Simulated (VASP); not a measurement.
# HfMo (Cmmm) in VASP: a series of runs

HfMo is run at these levels: PBE; tasks: single point.

Program: VASP 6.6.1. These are calculated values, not measurements. Logs are shortened: lines on timing, memory, paths and dates and some standing lists are left out, and cuts for length are marked.

### 1 The cell of the first run

It takes space group Cmmm (No. 65, orthorhombic). Conventional cell: a = 3.342 Å, b = 4.945 Å, c = 4.447 Å, α = 90.00°, β = 90.00°, γ = 90.00°. Within 3.7 Å of Hf (site symmetry mmm) lie 8 Mo at 2.78 to 3.33 Å and 6 Hf at 2.98 to 3.34 Å. Mo (site symmetry mmm) has 8 Hf at 2.78 to 3.33 Å and 6 Mo at 2.98 to 3.34 Å within 3.7 Å.

### 2 Single point, PBE, collinear spin

The input, INCAR:

```
ALGO = Normal
EDIFF = 1E-7
ENCUT = 520
GGA = PE
ISIF = 2
ISMEAR = -1
ISPIN = 2
LASPH = True
LCHARG = False
LMAXMIX = 4
LORBIT = 11
LREAL = False
LWAVE = False
MAGMOM = 1.2 1.2
NBANDS = 23
NELM = 150
NUPDOWN = 2.4
PREC = Accurate
SIGMA = 0.05
```

The input, KPOINTS:

```
k-points
0
Gamma
  10 10 7
```

The input, POSCAR:

```
HfMo
1.0
    1.6712035000     -2.4724670000      0.0000000000
    1.6712035000      2.4724670000      0.0000000000
    0.0000000000      0.0000000000      4.4470110000
Hf Mo
1 1
Direct
    0.0000000000      0.0000000000      0.0000000000
    0.5000000000      0.5000000000      0.5000000000
```

Potentials or basis: VASP PAW PBE potentials, release 64 (Hf_pv, Mo_sv).

Launch:

```bash
> cat potpaw_PBE.64/Hf_pv/POTCAR potpaw_PBE.64/Mo_sv/POTCAR > POTCAR
> mpirun -np 1 vasp_std > vasp.out
```

OUTCAR:

```text
EDIFF = 1E-7
   ENCUT = 520
   GGA = PE
   ISIF = 2
   ISMEAR = -1
   ISPIN = 2
   LASPH = True
   LORBIT = 11
   LREAL = False
   NELM = 150
   NUPDOWN = 2.4
   PREC = Accurate

 ion  position               nearest neighbor table
   1  0.000  0.000  0.000-   2 2.78   2 2.78   2 2.78   2 2.78   2 3.33   2 3.33   2 3.33   2 3.33

   2  0.500  0.500  0.500-   1 2.78   1 2.78   1 2.78   1 2.78   1 3.33   1 3.33   1 3.33   1 3.33

  LATTYP: Found a base centered orthorhombic cell.
 ALAT       =     3.3424070000
 B/A-ratio  =     1.4794529810
 C/A-ratio  =     1.3304815960

  Lattice vectors:

 A1 = (   1.6712035000,  -2.4724670000,   0.0000000000)
 A2 = (   1.6712035000,   2.4724670000,   0.0000000000)
 A3 = (   0.0000000000,   0.0000000000,   4.4470110000)

Analysis of symmetry for initial positions (statically):
=====================================================================
 Subroutine PRICEL returns:
 Original cell was already a primitive cell.

 Routine SETGRP: Setting up the symmetry group for a
 base centered orthorhombic supercell.

 Subroutine GETGRP returns: Found  8 space group operations
 (whereof  8 operations were pure point group operations)
 out of a pool of  8 trial point group operations.

The static configuration has the point symmetry D_2h.

Analysis of symmetry for dynamics (positions and initial velocities):
=====================================================================
 Subroutine PRICEL returns:
 Original cell was already a primitive cell.

 Routine SETGRP: Setting up the symmetry group for a
 base centered orthorhombic supercell.

 Subroutine GETGRP returns: Found  8 space group operations
 (whereof  8 operations were pure point group operations)
 out of a pool of  8 trial point group operations.

The dynamic configuration has the point symmetry D_2h.

Analysis of structural, dynamic, and magnetic symmetry:
=====================================================================
 Subroutine PRICEL returns:
 Original cell was already a primitive cell.

 Routine SETGRP: Setting up the symmetry group for a
 base centered orthorhombic supercell.

 Subroutine GETGRP returns: Found  8 space group operations
 (whereof  8 operations were pure point group operations)
 out of a pool of  8 trial point group operations.

The overall configuration has the point symmetry D_2h.

 Subroutine INISYM returns: Found  8 space group operations
 (whereof  8 operations are pure point group operations),
 and found     1 'primitive' translations

[... 115 lines left out ...]
  volume/ion in A,a.u.               =      18.38       124.00
  Fermi-wavevector in a.u.,A,eV,Ry     =   1.420341  2.684055 27.447958  2.017368
  Thomas-Fermi vector in A             =   2.541266
   LORBIT       =     11    0 simple, 1 ext, 2 COOP (PROOUT), +10 PAW based schemes
   GGA     = PE    functional components
   LHFCALC =     F    Hartree Fock is set to
   AEXX    =    0.0000 exact exchange contribution
   IVDW    =     0    specifies the selected vdW correction
   LEPSILON=     F    determine dielectric tensor
   LRPA    =     F    only Hartree local field effects (RPA)
 spin polarized calculation
  energy-cutoff  :      520.00
  volume of cell :       36.75
 maximum number of plane-waves:      1015
 NGX is ok and might be reduce to    24
   NGX = 11   NGY = 11   NGZ = 17

 number of electron      23.9999998 magnetization       2.4000000

 Free energy of the ion-electron system (eV)
  ---------------------------------------------------
  ext. energy  EPLUGINS =         0.00000000
  ---------------------------------------------------
  free energy    TOTEN  =       -19.77423315 eV

  energy without entropy =      -19.75241988  energy(sigma->0) =      -19.76332652

 E-fermi :   7.3733     XC(G=0): -12.3074

 val. band max:        9.0067461197   @ k =   0.5000   0.0000   0.4286
 cond. band min:       7.3765600714   @ k =   0.3000   0.1000   0.2857
 fundamental gap:     -1.6301860483
 Fermi energy:         9.0141640248

 spin component 1

 k-point     1 :       0.0000    0.0000    0.0000
  band No.  band energies     occupation
      1     -52.8341      1.00000
      2     -27.1031      1.00000
      3     -26.8096      1.00000
      4     -26.6141      1.00000
      5     -22.0483      1.00000
      6     -21.7312      1.00000
[... 613 lines left out ...]
     22      20.9267      0.00000
     23      21.4892      0.00000

 [... further k-points ...]

 spin component 2

 k-point     1 :       0.0000    0.0000    0.0000
  band No.  band energies     occupation
      1     -52.1160      1.00000
      2     -26.2937      1.00000
      3     -26.0378      1.00000
      4     -25.8429      1.00000
      5     -21.7608      1.00000
      6     -21.4311      1.00000
[... 613 lines left out ...]
     22      21.6480      0.00000
     23      21.7734      0.00000

 [... further k-points ...]

------------------------ aborting loop because EDIFF is reached ----------------------------------------

  FORCE on cell =-STRESS in cart. coord.  units (eV):
  Direction    XX          YY          ZZ          XY          YZ          ZX
  --------------------------------------------------------------------------------------
  -------------------------------------------------------------------------------------
  Total        1.7936707      0.3178910      2.6343361      0.0000000      0.0000000      0.0000000
  in kB       78.1979308     13.8589660    114.8480746      0.0000000      0.0000000      0.0000000
  external PRESSURE =      68.9683238 kB  Pullay stress =       0.0000000 kB

 VOLUME and BASIS-vectors are now :
 -----------------------------------------------------------------------------
  energy-cutoff  :      520.00
  volume of cell :       36.75
      direct lattice vectors                 reciprocal lattice vectors
     1.671203500 -2.472467000  0.000000000     0.299185587 -0.202227168  0.000000000
     1.671203500  2.472467000  0.000000000     0.299185587  0.202227168  0.000000000
     0.000000000  0.000000000  4.447011000     0.000000000  0.000000000  0.224870143

 POSITION                                       TOTAL-FORCE (eV/Angst)
 -----------------------------------------------------------------------------------
      0.00000      0.00000      0.00000         0.000000     -0.000000      0.000000
      1.67120      0.00000      2.22351         0.000000      0.000000      0.000000
 -----------------------------------------------------------------------------------
    total drift:                                0.000000      0.000000     -0.000000

  FREE ENERGIE OF THE ION-ELECTRON SYSTEM (eV)
  ---------------------------------------------------
  free  energy   TOTEN  =       -19.7742331525 eV

  energy  without entropy=      -19.7524198834  energy(sigma->0) =      -19.76332652

 total charge

# of ion       s       p       d       tot
------------------------------------------
    1        0.408   6.466   1.736   8.610
    2        2.348   6.134   3.939  12.421
--------------------------------------------------
tot          2.757  12.600   5.675  21.031

 magnetization (x)

# of ion       s       p       d       tot
------------------------------------------
    1        0.016   0.201   0.492   0.708
    2        0.024   0.077   1.071   1.172
--------------------------------------------------
tot          0.040   0.277   1.563   1.880
```

stdout:

```text
POSCAR found type information on POSCAR HfMo
 POSCAR found :  2 types and       2 ions
 scaLAPACK will be used
 LDA part: xc-table for (Slater+PW92), standard interpolation
 POSCAR, INCAR and KPOINTS ok, starting setup
 FFT: planning ... GRIDC
 FFT: planning ... GRID_SOFT
 FFT: planning ... GRID
 WAVECAR not read
 entering main loop
```

Wall time 3.6 min (1 thread of Intel Xeon 8259CL, shared host); peak memory 0.29 GiB.

What came out:

- Free energy: -19.7742 eV
- Pressure: 6.9 GPa
- Net moment: 2.40 μB per cell
- Site moments: Hf +0.71; Mo +1.17 μB
- Valence electrons inside the program's atomic spheres: Hf 8.61; Mo 12.42

Caveat: the stress differs along the axes, from 1 to 11 GPa; spin-orbit coupling is left out, which moves the levels of the heavy elements; the total moment is fixed, so each spin has its own Fermi level and the state may be an excited one.

### 3 Single point, PBE, collinear spin

The input, INCAR:

```
SYSTEM = HfMo
PREC = Accurate
ENCUT = 520
EDIFF = 1E-6
ISMEAR = -1
SIGMA = 0.05
LREAL = .FALSE.
LASPH = .TRUE.
NELM = 150
ALGO = Normal
ISIF = 2
LWAVE = .FALSE.
LCHARG = .TRUE.
ISPIN = 2
MAGMOM = 1.2 1.2
LORBIT = 11
NUPDOWN = 2.4
LMAXMIX = 4
GGA = PE
LELF = .TRUE.
LVHAR = .TRUE.
NBANDS = 23
```

The input, KPOINTS:

```
regular mesh
0
G
  10 10 7
  0 0 0
```

POSCAR is that of step 2.

Potentials or basis: VASP PAW PBE potentials, release 64 (Hf_pv, Mo_sv).

Launch:

```bash
> cat potpaw_PBE.64/Hf_pv/POTCAR potpaw_PBE.64/Mo_sv/POTCAR > POTCAR
> mpirun -np 1 vasp_std > vasp.out
```

It took 3.8 min on 1 thread of Intel Xeon 8259CL, shared host; peak memory 0.29 GiB.

The run converged. Its results:

| Item | Value |
| --- | --- |
| Free energy | -19.7742 eV |
| Pressure | 6.9 GPa |
| Net moment | 2.40 μB per cell |
| Site moments | Hf +0.71; Mo +1.17 μB |
| Valence electrons inside the program's atomic spheres | Hf 8.61; Mo 12.42 |

Stress tensor (GPa, compression positive):
```
 7.81  0.00  0.00
 0.00  1.39  0.00
 0.00  0.00 11.46
```

Caveat: the stress differs along the axes, from 1 to 11 GPa; spin-orbit coupling is left out, which moves the levels of the heavy elements; the total moment is fixed, so each spin has its own Fermi level and the state may be an excited one.

### 4 Single point, PBE, collinear spin

The input, INCAR:

```
PREC = Accurate ; ENCUT = 520
EDIFF = 1E-6 ; ISMEAR = -1
SIGMA = 0.05 ; LREAL = False
LASPH = True ; NELM = 150
ALGO = Normal ; ISIF = 2
LWAVE = False ; LCHARG = True
ISPIN = 2 ; MAGMOM = 1.6 1.6
LORBIT = 11 ; NUPDOWN = 3.2
LMAXMIX = 4 ; GGA = PE
LELF = True ; LVHAR = True
NBANDS = 23
```

The input, KPOINTS:

```
Automatic mesh
0
Gamma
  10 10 7
```

POSCAR is that of step 3.

Launch:

```bash
> cat potpaw_PBE.64/Hf_pv/POTCAR potpaw_PBE.64/Mo_sv/POTCAR > POTCAR
> mpirun -np 1 vasp_std > vasp.out
```

Wall time 3.4 min (1 thread of Intel Xeon 8259CL, shared host); peak memory 0.29 GiB.

Results (log left out):

```
Free energy                                           : -19.0410 eV
Pressure                                              : 12.2 GPa
Net moment                                            : 3.20 μB per cell
Site moments                                          : Hf +0.91; Mo +1.63 μB
Valence electrons inside the program's atomic spheres : Hf 8.61; Mo 12.43
```

Stress tensor (GPa, compression positive):
```
13.69  0.00  0.00
 0.00  4.64  0.00
 0.00  0.00 18.16
```

Caveat: the stress differs along the axes, from 5 to 18 GPa; spin-orbit coupling is left out, which moves the levels of the heavy elements; the total moment is fixed, so each spin has its own Fermi level and the state may be an excited one.
